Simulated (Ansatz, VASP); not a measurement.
## Rh12CO: VASP beside Ansatz

File INCAR:

```
PREC     = Accurate       # precision mode
ENCUT    = 520            # plane-wave cutoff, eV
EDIFF    = 1E-6           # SCF threshold, eV
ISMEAR   = 0              # smearing method
SIGMA    = 0.1            # smearing width, eV
LREAL    = F              # projectors in reciprocal space
LASPH    = T              # aspherical terms in the spheres
NELM     = 100            # most SCF steps
ALGO     = Normal         # electronic algorithm
ISIF     = 2              # what is computed and relaxed
LWAVE    = F              # write WAVECAR
LCHARG   = T              # write CHGCAR
LDIPOL   = T            
IDIPOL   = 3            
DIPOL    = 0.5 0.5 0.302
GGA      = PE             # functional
LELF     = T              # ELF
LVHAR    = T            
LVACPOTAV= T            
NBANDS   = 108            # bands
```

KPOINTS

```
Automatic mesh
0
Gamma
  6 6 1
```

The input POSCAR:

```
Rh12CO
1.0
    5.4163401145      0.0000000000      0.0000000000
   -2.7081700572      4.6906881347      0.0000000000
    0.0000000000      0.0000000000     22.2964585464
Rh C O
12 1 1
Direct
    0.3333333333      0.1666666667      0.1794006879
    0.3333333333      0.6666666667      0.1794006879
    0.8333333333      0.1666666667      0.1794006879
    0.8333333333      0.6666666667      0.1794006879
    0.1666666667      0.3333333333      0.2757740067
    0.1666666667      0.8333333333      0.2757740067
    0.6666666667      0.3333333333      0.2757740067
    0.6666666667      0.8333333333      0.2757740067
    0.0000000000      0.0000000000      0.3720975925
    0.0000000000      0.5000000000      0.3720975925
    0.5000000000      0.0000000000      0.3720975925
    0.5000000000      0.5000000000      0.3720975925
    0.5000000000      0.2500000000      0.4514823969
    0.4999969129      0.0431292543      0.4649477681
```

Input for Ansatz:

```yaml
crystal:
  lattice:
    - [5.4163401145, 0.0, 0.0]
    - [-2.7081700572, 4.6906881347, 0.0]
    - [0.0, 0.0, 22.2964585464]
  atoms:
    - { symbol: Rh, position: [0.3333333333, 0.1666666667, 0.1794006879] }
    - { symbol: Rh, position: [0.3333333333, 0.6666666667, 0.1794006879] }
    - { symbol: Rh, position: [0.8333333333, 0.1666666667, 0.1794006879] }
    - { symbol: Rh, position: [0.8333333333, 0.6666666667, 0.1794006879] }
    - { symbol: Rh, position: [0.1666666667, 0.3333333333, 0.2757740067] }
    - { symbol: Rh, position: [0.1666666667, 0.8333333333, 0.2757740067] }
    - { symbol: Rh, position: [0.6666666667, 0.3333333333, 0.2757740067] }
    - { symbol: Rh, position: [0.6666666667, 0.8333333333, 0.2757740067] }
    - { symbol: Rh, position: [0.0, 0.0, 0.3720975925] }
    - { symbol: Rh, position: [0.0, 0.5, 0.3720975925] }
    - { symbol: Rh, position: [0.5, 0.0, 0.3720975925] }
    - { symbol: Rh, position: [0.5, 0.5, 0.3720975925] }
    - { symbol: C, position: [0.5, 0.25, 0.4514823969] }
    - { symbol: O, position: [0.4999969129, 0.0431292543, 0.4649477681] }
basis:
  ecutwfc: 420
kpoints:
  mp_grid: { grid: [6, 6, 1] }
hamiltonian:
  xc: pbe
scf:
  occupations: { method: gaussian, width: 0.1 }
output:
  forces: true
  eigenvalues: true
efield:
  axis: 3
  dipole_correction: true
  ramp_width: 0.04
```

Alike in both runs: task single point; functional PBE; k mesh 6 × 6 × 1; occupations gaussian, width 0.1 eV; no spin polarisation.

|  | VASP | Ansatz |
| --- | --- | --- |
| version | VASP 6.6.1 | Ansatz 0.2.0 |
| potentials or method | VASP PAW PBE potentials, release 64 (Rh_pv, C, O), cutoff 520 eV | scalar-relativistic, plane waves, PAW |
| valence electrons in the cell | 190 | 214 |

|  | VASP | Ansatz | Ansatz less VASP |
| --- | --- | --- | --- |
| gap on the k mesh at the Fermi level (eV) | none | none | - |
| rms of the force components (eV/Å) | 1.050 | 0.895 | -0.1554 |
| work function, face that differs most (eV) | 4.72 | 4.71 | -0.014 |

Atom by atom the forces differ by 0.179 eV/Å (rms over components). A gap of «none» marks a metal or a gap that the smearing closes. VASP's potentials hold 190 valence electrons a cell and Ansatz's 214, so a difference there can come from the potentials and not from the codes.

Noted on VASP's run: the standard files for N, O and F lose accuracy on very short bonds.
